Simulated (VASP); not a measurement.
**B3As2N: relaxation of cell and atoms with PBE**

The system is B3As2N.

```
N As B
1.0
     2.99099    0.00000    0.00000
    -1.49550    2.59027    0.00000
     0.00000    0.00000    7.32640
N As B
1 2 3
Direct
  0.00000 0.00000 0.00000
  0.33333 0.66667 0.33333
  0.66667 0.33333 0.66667
  0.33333 0.66667 0.08333
  0.66667 0.33333 0.41667
  0.00000 0.00000 0.75000
```

| Item | Value |
| --- | --- |
| Program | VASP 6.6.1 |
| Task | relaxation of cell and atoms |
| Functional | PBE |
| Potentials or basis | VASP PAW PBE potentials, release 64 (N, As, B) |
| Cutoff | 600 eV |
| k mesh | 12 × 12 × 4 |
| Occupations | fermi-dirac, width 0.02 eV |
| Spin | no spin polarisation |
| Dipole correction | no |
| Further INCAR settings | ALGO = Normal; EDIFF = 1e-06; IBRION = 2; EDIFFG = -0.005; NSW = 80; ISIF = 3 |

```
Relaxed volume                        : 11.39 Å³/atom
Relaxed cell                          : a = 3.192 Å, b = 3.192 Å, c = 7.747 Å, α = 90.00°, β = 90.00°, γ = 120.00°
Space group after relaxing (to 0.1 Å) : P3m1 (No. 156)
Energy gained by relaxing             : 538.2 meV/atom
Ionic steps                           : 16
Pressure after relaxing               : 0.0 GPa
Largest force after relaxing          : 0.004 eV/Å
Band gap on the k mesh                : zero (bands 12 and 13 overlap by 0.15 eV)
```

Forces on the atoms (eV/Å):
```
N    0.000  0.000 -0.001
As   0.000  0.000 -0.002
As   0.000  0.000  0.000
B    0.000  0.000  0.001
B    0.000  0.000 -0.001
B    0.000  0.000  0.004
```

The path:
```csv
step,energy change (eV),largest force (eV/Å),pressure (GPa),volume (Å³)
1,0.0000,6.7708,53.76,56.76
2,-1.0537,3.2627,-23.67,87.04
3,-2.8137,2.0976,-5.24,70.80
4,-2.8204,2.0349,-3.84,70.16
5,-2.8210,2.0039,-3.12,69.85
6,-3.1882,0.9021,-1.93,69.34
7,-3.1891,0.9728,-1.75,69.31
8,-3.2176,0.5583,1.20,68.09
9,-3.2241,0.4118,0.22,68.45
10,-3.2272,0.2367,-0.54,68.52
11,-3.2284,0.0983,-0.29,68.49
12,-3.2290,0.0427,0.00,68.34
13,-3.2290,0.0269,-0.03,68.36
14,-3.2290,0.0078,0.03,68.33
15,-3.2290,0.0084,0.03,68.33
16,-3.2290,0.0037,-0.01,68.35
```

Final structure:
```
CELL_PARAMETERS angstrom
3.19165 0.00000 0.00000
-1.59583 2.76405 0.00000
0.00000 0.00000 7.74721
ATOMIC_POSITIONS crystal
N 0.00000 0.00000 0.98889
As 0.33333 0.66667 0.32005
As 0.66667 0.33333 0.68315
B 0.33333 0.66667 0.05406
B 0.66667 0.33333 0.41703
B 0.00000 0.00000 0.78683
```

Levels at points of the mesh, in eV from the Fermi level:
```
           k point  band 10  band 11  band 12  band 13  band 14  band 15
(0.00, 0.00, 0.00)    -1.31    -0.37     0.13     0.13     2.94     2.94
(0.50, 0.00, 0.00)    -4.36    -3.48    -2.46     0.55     1.52     2.60
(0.00, 0.00, 0.50)    -1.14    -0.21    -0.21     0.22     3.09     3.42
(0.50, 0.00, 0.50)    -3.81    -2.99    -2.05     0.73     2.17     2.79
```

It took 4.7 min on 1 thread of Intel(R) Xeon(R) 6975P-C (Granite Rapids) (shared host), peak memory 0.24 GiB.

Caveat: the volume moved by over 15 % at a fixed basis, so the end points are rough; semilocal functionals underestimate gaps, so a narrow gap can read as zero.
